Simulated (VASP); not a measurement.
## SiC: single point with PBE

The system is SiC.

```
CELL_PARAMETERS angstrom
3.21788 0.00000 0.00000
-1.60894 2.78677 0.00000
0.00000 0.00000 9.31899
ATOMIC_POSITIONS crystal
Si 0.66667 0.33333 0.93784
Si 0.33333 0.66667 0.43784
Si 0.00000 0.00000 0.68790
Si 0.00000 0.00000 0.18790
C 0.66667 0.33333 0.74981
C 0.33333 0.66667 0.24981
C 0.00000 0.00000 0.50045
C 0.00000 0.00000 0.00045
```

This cell differs from its parent crystal: strain +0.040 along x and y, -0.080 along z.

| Item | Value |
| --- | --- |
| Program | VASP 6.6.1 |
| Task | single point |
| Functional | PBE |
| Potentials or basis | VASP PAW PBE potentials, release 64 (Si, C) |
| Cutoff | 520 eV |
| k mesh | 12 × 12 × 4 |
| Occupations | gaussian, width 0.05 eV |
| Spin | no spin polarisation |
| Dipole correction | no |
| Further INCAR settings | ALGO = Normal; EDIFF = 1e-07; NBANDS = 26 |

The pressure is 5.5 GPa, the largest force is 2.123 eV/Å and the band gap on the k mesh is 1.49 eV, indirect (least direct gap 2.52 eV).

Forces on the atoms (eV/Å):
```
Si   0.000  0.000  1.883
Si   0.000  0.000  1.883
Si   0.000  0.000  2.123
Si   0.000  0.000  2.123
C    0.000  0.000 -2.074
C    0.000  0.000 -2.074
C    0.000  0.000 -1.931
C    0.000  0.000 -1.931
```

Stress tensor (GPa, compression positive):
```
-18.76   0.00   0.00
  0.00 -18.76   0.00
  0.00   0.00  54.12
```

Levels at points of the mesh, in eV from the valence-band top:
| k point | band 14 | band 15 | band 16 | band 17 | band 18 | band 19 |
| --- | --- | --- | --- | --- | --- | --- |
| (0.00, 0.00, 0.00) | -0.32 | -0.32 | 0.00 | 3.04 | 3.90 | 4.89 |
| (0.50, 0.00, 0.00) | -1.81 | -1.37 | -1.03 | 1.49 | 2.17 | 3.64 |
| (0.00, 0.00, 0.50) | -0.66 | -0.66 | -0.66 | 3.35 | 3.35 | 5.31 |
| (0.50, 0.00, 0.50) | -2.46 | -1.70 | -1.70 | 1.94 | 1.94 | 4.32 |

It took 84 s on 1 thread of Intel Xeon 6975P-C, on a shared host, peak memory 0.24 GiB.

Caveat: the cell differs from its parent crystal (strain +0.040 along x and y, -0.080 along z); forces of over 1 eV/Å act on the atoms, so gaps and moduli don't describe the material at rest. A k mesh can miss the band edges.
